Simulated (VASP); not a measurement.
MgS:

```
S Mg
1.0
     0.00000    2.87040    2.87040
     2.87040    0.00000    2.87040
     2.87040    2.87040    0.00000
S Mg
1 1
Direct
  0.25000 0.25000 0.25000
  0.00000 0.00000 0.00000
```

Base run:

| Property | Result |
| --- | --- |
| Program | VASP 6.6.1 |
| Functional | HSE06 |
| Potentials or basis | VASP PAW PBE potentials, release 64 (S, Mg) |
| Cutoff | 520 eV |
| k mesh | 6 × 6 × 6 |
| Occupations | fermi-dirac, width 0.05 eV |
| Spin | no spin polarisation |

Its results: band gap on the k mesh 4.29 eV, direct; pressure -2.4 GPa.

Task: The run is repeated on the same cell with these changes: functional from HSE06 to PBE0. What comes out?

Result: Band gap on the k mesh 4.98 eV, direct; pressure -2.5 GPa.

Caveats: the PAW data sets were made with another functional, which shifts forces and pressure a little.

